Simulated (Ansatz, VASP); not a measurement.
# HfC in VASP and in Ansatz

```
Hf C
1.0
     2.90145    0.00000    0.00000
     0.00000    2.90145    0.00000
     0.00000    0.00000    2.90145
Hf C
1 1
Direct
  0.00000 0.00000 0.00000
  0.50000 0.50000 0.50000
```

Change from the starting cell: volume scaled by 1, PAW files.

Alike in both runs: task single point; functional PBE; k mesh 14 × 14 × 14; occupations fermi-dirac, width 0.08 eV; no spin polarisation.

|  | VASP | Ansatz |
| --- | --- | --- |
| version | VASP 6.6.1 | Ansatz 0.2.0 |
| potentials or method | VASP PAW PBE potentials, release 64 (Hf_pv, C) | PAW with Ansatz's default frozen-core files, scalar-relativistic |
| plane-wave cutoff (eV) | 520 | 420 |
| valence electrons in the cell | 14 | 30 |

|  | VASP | Ansatz | Ansatz less VASP |
| --- | --- | --- | --- |
| pressure (GPa) | -1.4 | 0.0 | +1.35 |

VASP's potentials hold 14 valence electrons a cell and Ansatz's 30, so a difference there can come from the potentials and not from the codes.

Spin-orbit coupling is off throughout.
